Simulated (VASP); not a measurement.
# LiBr (Fm-3m) in VASP: G0W0 quasiparticle levels with PBE

Aim: the G0W0 quasiparticle levels of LiBr with PBE.

Everything below comes from runs of VASP 6.6.1. Logs are shortened: lines on timing, memory, paths and dates and some standing lists are left out, and cuts for length are marked.

### Step 1. The cell of the first run

Symmetry: Fm-3m, No. 225, cubic system. The conventional cell has a = 5.479 Å, b = 5.479 Å, c = 5.479 Å, α = 90.00°, β = 90.00°, γ = 90.00°. Li (site symmetry m-3m) has 6 Br at 2.74 Å within 3.6 Å. Br (site symmetry m-3m) has 6 Li at 2.74 Å within 3.6 Å.

### Step 2. G0W0 quasiparticle levels, PBE

Contents of POSCAR:

```
LiBr
1.0
    0.0000000000      2.7395650384      2.7395650384
    2.7395650384      0.0000000000      2.7395650384
    2.7395650384      2.7395650384      0.0000000000
Li Br
1 1
Direct
    0.0000000000      0.0000000000      0.0000000000
    0.5000000000      0.5000000000      0.5000000000
```

Contents of INCAR.step1:

```
SYSTEM = LiBr
PREC = Accurate
ENCUT = 500
EDIFF = 1E-8
ISMEAR = 0
SIGMA = 0.01
LREAL = .False.
LASPH = .True.
NELM = 60
ALGO = Normal
LWAVE = .True.
LCHARG = .False.
GGA = PE
```

Contents of INCAR.step2:

```
SYSTEM = LiBr
PREC = Accurate
ENCUT = 500
EDIFF = 1E-8
ISMEAR = 0
SIGMA = 0.01
LREAL = .False.
LASPH = .True.
NELM = 1
ALGO = Exact
LWAVE = .True.
LCHARG = .False.
GGA = PE
NBANDS = 288
LOPTICS = .True.
ISTART = 1
```

Contents of INCAR.step3:

```
SYSTEM = LiBr
PREC = Accurate
ENCUT = 500
EDIFF = 1E-8
ISMEAR = 0
SIGMA = 0.01
LREAL = .False.
LASPH = .True.
ALGO = EVGW0
LWAVE = .False.
LCHARG = .False.
GGA = PE
NELMGW = 1
NBANDS = 288
ENCUTGW = 200
NOMEGA = 48
PRECFOCK = Fast
ISTART = 1
NBANDSGW = 12
```

Contents of KPOINTS:

```
regular mesh
0
Gamma
  4 4 4
  0 0 0
```

Potentials or basis: VASP PAW PBE potentials, release 64 (Li_GW, Br_GW).

The run is started by

```console
> cat potpaw_PBE.64/Li_GW/POTCAR potpaw_PBE.64/Br_GW/POTCAR > POTCAR
> cp INCAR.step1 INCAR
> mpirun -np 1 vasp_std > vasp.out
> cp INCAR.step2 INCAR
> mpirun -np 1 vasp_std > vasp.out
> cp INCAR.step3 INCAR
> mpirun -np 1 vasp_std > vasp.out
```

OUTCAR:

```text
SYSTEM = LiBr
   PREC = Accurate
   ENCUT = 500
   EDIFF = 1E-8
   ISMEAR = 0
   LREAL = .False.
   LASPH = .True.
   GGA = PE
   NELMGW = 1
   ENCUTGW = 200
   PRECFOCK = Fast
   ISTART = 1

 ion  position               nearest neighbor table
   1  0.000  0.000  0.000-   2 2.74   2 2.74   2 2.74   2 2.74   2 2.74   2 2.74
   2  0.500  0.500  0.500-   1 2.74   1 2.74   1 2.74   1 2.74   1 2.74   1 2.74

  LATTYP: Found a face centered cubic cell.
 ALAT       =     5.4791300768

  Lattice vectors:

 A1 = (   0.0000000000,   2.7395650384,   2.7395650384)
 A2 = (   2.7395650384,   0.0000000000,   2.7395650384)
 A3 = (   2.7395650384,   2.7395650384,   0.0000000000)

Analysis of symmetry for initial positions (statically):
=====================================================================
 Subroutine PRICEL returns:
 Original cell was already a primitive cell.

 Routine SETGRP: Setting up the symmetry group for a
 face centered cubic supercell.

 Subroutine GETGRP returns: Found 48 space group operations
 (whereof 48 operations were pure point group operations)
 out of a pool of 48 trial point group operations.

The static configuration has the point symmetry O_h .

Analysis of symmetry for dynamics (positions and initial velocities):
=====================================================================
 Subroutine PRICEL returns:
 Original cell was already a primitive cell.

 Routine SETGRP: Setting up the symmetry group for a
 face centered cubic supercell.

 Subroutine GETGRP returns: Found 48 space group operations
 (whereof 48 operations were pure point group operations)
 out of a pool of 48 trial point group operations.

The dynamic configuration has the point symmetry O_h .

 Subroutine INISYM returns: Found 48 space group operations
 (whereof 48 operations are pure point group operations),
 and found     1 'primitive' translations

----------------------------------------------------------------------------------------

                                     Primitive cell

  volume of cell :      41.1221

  direct lattice vectors                    reciprocal lattice vectors
     0.000000000  2.739565038  2.739565038    -0.182510725  0.182510725  0.182510725
     2.739565038  0.000000000  2.739565038     0.182510725 -0.182510725  0.182510725
     2.739565038  2.739565038  0.000000000     0.182510725  0.182510725 -0.182510725

  length of vectors
     3.874330032  3.874330032  3.874330032     0.316117848  0.316117848  0.316117848

  position of ions in fractional coordinates (direct lattice)
     0.000000000  0.000000000  0.000000000
     0.500000000  0.500000000  0.500000000

  ion indices of the primitive-cell ions
   primitive index   ion index
                 1           1
                 2           2

----------------------------------------------------------------------------------------

 KPOINTS: regular mesh

Automatic generation of k-mesh.
 Grid dimensions read from file:
 generate k-points for:    4    4    4

 Generating k-lattice:

  Cartesian coordinates                     Fractional coordinates (reciprocal lattice)
    -0.045627681  0.045627681  0.045627681     0.250000000  0.000000000  0.000000000
     0.045627681 -0.045627681  0.045627681     0.000000000  0.250000000  0.000000000
     0.045627681  0.045627681 -0.045627681     0.000000000  0.000000000  0.250000000

  Length of vectors
     0.079029462  0.079029462  0.079029462

  Shift w.r.t. Gamma in fractional coordinates (k-lattice)
     0.000000000  0.000000000  0.000000000

 Subroutine IBZKPT returns following result:
 ===========================================

 Found      8 irreducible k-points:

 Following reciprocal coordinates:
            Coordinates               Weight
  0.000000  0.000000  0.000000      1.000000
  0.250000  0.000000  0.000000      8.000000
  0.500000  0.000000  0.000000      4.000000
  0.250000  0.250000  0.000000      6.000000
  0.500000  0.250000  0.000000     24.000000
 -0.250000  0.250000  0.000000     12.000000
  0.500000  0.500000  0.000000      3.000000
 -0.250000  0.500000  0.250000      6.000000
   k-points           NKPTS =      8   k-points in BZ     NKDIM =     64   number of bands    NBANDS=    288
   number of dos      NEDOS =    301   number of ions     NIONS =      2
   total plane-waves  NPLWV =  21952
   dimension x,y,z NGX =    28 NGY =   28 NGZ =   28
   dimension x,y,z NGXF=    56 NGYF=   56 NGZF=   56
   ions per type =               1   1
   NGX,Y,Z   is equivalent  to a cutoff of  12.01, 12.01, 12.01 a.u.
   NGXF,Y,Z  is equivalent  to a cutoff of  24.03, 24.03, 24.03 a.u.
 SYSTEM =  LiBr
   PREC   = accura    normal or accurate (medium, high low for compatibility)
   ISTART =      1    job   : 0-new  1-cont  2-samecut
   ICHARG =      0    charge: 1-file 2-atom 10-const
   ISPIN  =      1    spin polarized calculation?
   LNONCOLLINEAR =      F non collinear calculations
   LSORBIT =      F    spin-orbit coupling
   LASPH  =      T    aspherical Exc in radial PAW
   ENCUT  =  500.0 eV  36.75 Ry    6.06 a.u.   7.06  7.06  7.06*2*pi/ulx,y,z
   NELM   =     60;   NELMIN=  2; NELMDL=  0     # of ELM steps
   EDIFF  = 0.1E-07   stopping-criterion for ELM
   LREAL  =      F    real-space projection
   EDIFFG = 0.1E-06   stopping-criterion for IOM
   NSW    =      0    number of steps for IOM
   IBRION =     -1    ionic relax: 0-MD 1-quasi-New 2-CG
   NFREE  =      0    steps in history (QN), initial steepest desc. (CG)
   ISIF   =      0    stress and relaxation
   ISYM   =      3    0-nonsym 1-usesym 2-fastsym
   POTIM  = 0.5000    time-step for ionic-motion
   TEBEG  =    0.0;   TEEND  =   0.0 temperature during run
   PSTRESS=    0.0 pullay stress
   NELECT =       8.0000    total number of electrons
   NUPDOWN=      -1.0000    fix difference up-down
   EMIN   =  10.00;   EMAX   =-10.00  energy-range for DOS
   EFERMI =   0.00;   METHOD = LEGACY
   ISMEAR =     0;   SIGMA  =   0.01  broadening in eV -4-tet -1-fermi 0-gaus
   EFERMI_NEDOS =   21; number of points for ismear=-14 and -15
   IALGO  =     38    algorithm
   IMIX   =      4    mixing-type and parameters
     AMIX     =   0.40;   BMIX     =  1.00
     AMIX_MAG =   1.60;   BMIX_MAG =  1.00
  volume/ion in A,a.u.               =      20.56       138.75
  Fermi-wavevector in a.u.,A,eV,Ry     =   0.948593  1.792581 12.242910  0.899829
  Thomas-Fermi vector in A             =   2.076796
   LORBIT       =      0    0 simple, 1 ext, 2 COOP (PROOUT), +10 PAW based schemes
   GGA     = PE    functional components
   LHFCALC =     T    Hartree Fock is set to
   PRECFOCK=fast      Normal, Fast or Accurate (Low or Medium for compatibility)
   ENCUT4O =  -1.0   cutoff for four orbital integrals eV
   NKREDX  =     1    reduce k-point grid by
   NKREDY  =     1    reduce k-point grid by
   NKREDZ  =     1    reduce k-point grid by
   AEXX    =    1.0000 exact exchange contribution
   HFSCREEN=    0.0000 screening length (either q_TF or 0.3 A-1)
   HFSCREENC=   0.0000 screening length for correlation (either q_TF or 0.3 A-1)
   ENCUTFOCK=  -1.0 apply spherical cutoff to Coloumb kernel
   IVDW    =     0    specifies the selected vdW correction
   LEPSILON=     F    determine dielectric tensor
   LRPA    =     F    only Hartree local field effects (RPA)
   LRPAFORCE           =     F    calculate RPA forces
   ENCUTGW             = 200.0    cutoff for response function in eV
   ENCUTGWSOFT         = 160.0    soft cutoff for Coulomb kernel in GW response function in eV
   ENCUTLF             =  -1.0    cutoff for local field effects
   NELMGW              =     1    number of iterations in solving QP/BSE equation
   NELMHF              =     1    number of iterations in the inner HF iteration
   NKREDLFX            =     1    NKREDLFY  =   1   NKREDLFZ  =   1
 non-spin polarized calculation
 Gauss-broadening in eV      SIGMA  =   0.01
  energy-cutoff  :      500.00
  volume of cell :       41.12
 maximum number of plane-waves:      1056
  NGX = 16; NGY = 16; NGZ = 16
   NGX = 15   NGY = 15   NGZ = 15
 maximum number of plane-waves:       274

 QP shifts <psi_nk| G(iteration)W_0 |psi_nk>: iteration 1
 for sc-GW calculations column KS-energies equals QP-energies in previous step
 and V_xc(KS)=  KS-energies - (<T + V_ion + V_H > + <T+V_H+V_ion>^1  + <V_x>^1)

 k-point   1 :       0.0000    0.0000    0.0000
  band No.  KS-energies  QP-energies   sigma(KS)   V_xc(KS)     V^pw_x(r,r')   Z            occupation Imag(sigma)

      1     -14.1522     -15.8184     -15.8856     -13.6051     -22.0479       0.7306       2.0000       1.4400
      2      -0.6742      -2.4269     -15.2736     -13.0674     -16.7168       0.7944       2.0000       0.0433
      3      -0.6742      -2.4269     -15.2736     -13.0674     -16.7168       0.7944       2.0000       0.0433
      4      -0.6742      -2.4269     -15.2736     -13.0674     -16.7168       0.7944       2.0000       0.0433
      5       4.2909       4.8855      -7.3604      -8.0805      -3.8105       0.8258       0.0000      -0.1019
      6       9.8305      10.4873      -7.5529      -8.3609      -3.6510       0.8129       0.0000      -0.1076
      7       9.8305      10.4873      -7.5529      -8.3609      -3.6510       0.8129       0.0000      -0.1076
      8       9.8305      10.4873      -7.5529      -8.3609      -3.6510       0.8129       0.0000      -0.1076
      9      11.6057      12.4443      -6.0068      -7.0860      -1.4873       0.7771       0.0000      -0.1722
     10      11.6057      12.4443      -6.0068      -7.0860      -1.4873       0.7771       0.0000      -0.1722
     11      11.6057      12.4443      -6.0068      -7.0860      -1.4873       0.7771       0.0000      -0.1722
     12      12.5518      13.4016      -8.3802      -9.4506      -4.0852       0.7940       0.0000      -0.1297

 k-point   2 :       0.2500    0.0000    0.0000
  band No.  KS-energies  QP-energies   sigma(KS)   V_xc(KS)     V^pw_x(r,r')   Z            occupation Imag(sigma)
[... 97 lines left out ...]
      1     -13.4698     -15.0313     -16.2299     -14.2100     -22.3163       0.7730       2.0000       1.3790
      2      -2.8589      -4.7613     -13.7334     -11.2837     -15.6461       0.7766       2.0000       0.0521
      3      -2.8589      -4.7613     -13.7334     -11.2837     -15.6461       0.7766       2.0000       0.0521
      4      -1.8389      -3.6861     -14.3903     -12.0427     -16.0523       0.7869       2.0000       0.0441
      5       7.3629       8.0810      -7.6891      -8.5784      -3.9510       0.8075       0.0000      -0.0996
      6       7.9040       8.7389      -6.6271      -7.6553      -2.7443       0.8120       0.0000      -0.1077
      7       8.8064       9.4451      -8.1944      -8.9867      -4.2387       0.8062       0.0000      -0.1061
      8       8.8064       9.4451      -8.1944      -8.9867      -4.2387       0.8062       0.0000      -0.1061
      9      13.3735      14.1492      -7.0536      -8.0618      -2.3009       0.7693       0.0000      -0.2372
     10      13.3735      14.1492      -7.0536      -8.0618      -2.3009       0.7693       0.0000      -0.2372
     11      16.7674      17.5660      -8.7394      -9.7499      -3.5437       0.7903       0.0000      -0.5167
     12      16.9521      17.8299      -9.6594     -10.7990      -4.4693       0.7703       0.0000      -0.3572
```

Run time: 1.8 min. Hardware: 1 thread of Intel Xeon 6975P-C (Granite Rapids), shared host; peak memory 0.58 GiB.

What came out:

```yaml
Quasiparticle_gap: 7.31 eV
Least_direct_quasiparticle_gap: 7.31 eV
Band_gap_of_the_starting_levels_on_the_mesh: 4.97 eV
Least_direct_gap_of_the_starting_levels_on_the_mesh: 4.97 eV
```

Caveat: the k points lie up to 0.50 Å⁻¹ apart; bands, screening cutoff and mesh are small and nothing is extrapolated, so the quasiparticle values aren't converged.
